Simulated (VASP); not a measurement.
## Sn: single point with PBEsol+D3(BJ)

Crystal: Sn.

```
Sn
1.0
    -1.89465    1.89465    2.03675
     1.89465   -1.89465    2.03675
     1.89465    1.89465   -2.03675
Sn
1
Direct
  0.00000 0.00000 0.00000
```

This cell differs from its parent crystal: strain +0.0750 x Voigt [0, 0, 1, 0, 0, 0].

```json
{"Program": "VASP 6.6.1", "Task": "single point", "Functional": "PBEsol", "Dispersion": "D3(BJ)", "Potentials or basis": "VASP PAW PBE potentials, release 64 (Sn_d)", "Cutoff": "520 eV", "k mesh": "18 × 18 × 18", "Occupations": "gaussian, width 0.15 eV", "Spin": "no spin polarisation"}
```

| Property | Result |
| --- | --- |
| Pressure | -6.8 GPa |
| Band gap on the k mesh | zero (bands 7 and 8 overlap by 9.28 eV) |
| Dispersion energy per atom | -0.360 eV |

Stress tensor (GPa, compression positive):
```
-7.02  0.00  0.00
 0.00 -7.02  0.00
 0.00  0.00 -6.38
```

Levels at points of the mesh, in eV from the Fermi level:
```
           k point  band 4  band 5  band 6  band 7  band 8  band 9  band 10  band 11
(0.00, 0.00, 0.00)  -21.34  -21.31  -10.61    7.09    7.33    7.33    11.41    11.82
(0.50, 0.00, 0.00)  -21.32  -21.26   -6.50   -4.14    3.64    5.51     7.90     8.40
(0.50, 0.50, 0.00)  -21.31  -21.25   -6.09   -3.95    2.86    4.39     6.90     7.32
(0.50, 0.50, 0.50)  -21.27  -21.27   -3.04   -1.20    0.02    0.02     3.69     4.17
```

It took 4.8 min on 1 thread of Intel Xeon 8259CL, on a shared host, peak memory 0.3 GiB.

Caveat: the cell differs from its parent crystal (strain +0.0750 x Voigt [0, 0, 1, 0, 0, 0]); the cell stands under tension; the PAW data sets were made with another functional, which shifts forces and pressure a little; spin-orbit coupling is left out, which moves the levels of the heavy elements.
